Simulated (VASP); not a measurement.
SnTe, 2 atoms in the cell. Symmetry: Fm-3m, No. 225, cubic system. The conventional cell has a = 6.372 Å, b = 6.372 Å, c = 6.372 Å, α = 90.00°, β = 90.00°, γ = 90.00°. Sn (site symmetry m-3m) has 6 Te at 3.19 Å within 4.2 Å. Within 4.2 Å of Te (site symmetry m-3m) lie 6 Sn at 3.19 Å. 

- Program: VASP 6.6.1
- Task: single point
- Functional: r2SCAN
- Potentials or basis: VASP PAW PBE potentials, release 64 (Sn_d, Te)
- Cutoff: 520 eV
- k mesh: 10 × 10 × 10
- Occupations: fermi-dirac, width 0.05 eV
- Spin: no spin polarisation
- Dipole correction: no
- Further INCAR settings: ALGO = Normal; EDIFF = 1e-06; NBANDS = 17

Potentials or basis: VASP PAW PBE potentials, release 64 (Sn_d, Te).

The run is started by

```bash
$ cat potpaw_PBE.64/Sn_d/POTCAR potpaw_PBE.64/Te/POTCAR > POTCAR
$ cp INCAR.step1 INCAR
$ mpirun -np 1 vasp_std > vasp.out
$ cp INCAR.step2 INCAR
$ mpirun -np 1 vasp_std > vasp.out
```

Hardware: 1 thread of Intel(R) Xeon(R) 6975P-C (Granite Rapids), with other jobs on the host.

How long does it take, and how much memory?

Wall time 2.6 min on 1 thread of Intel(R) Xeon(R) 6975P-C (Granite Rapids), with other jobs on the host, peak memory 0.23 GiB. Counts: k points 47.
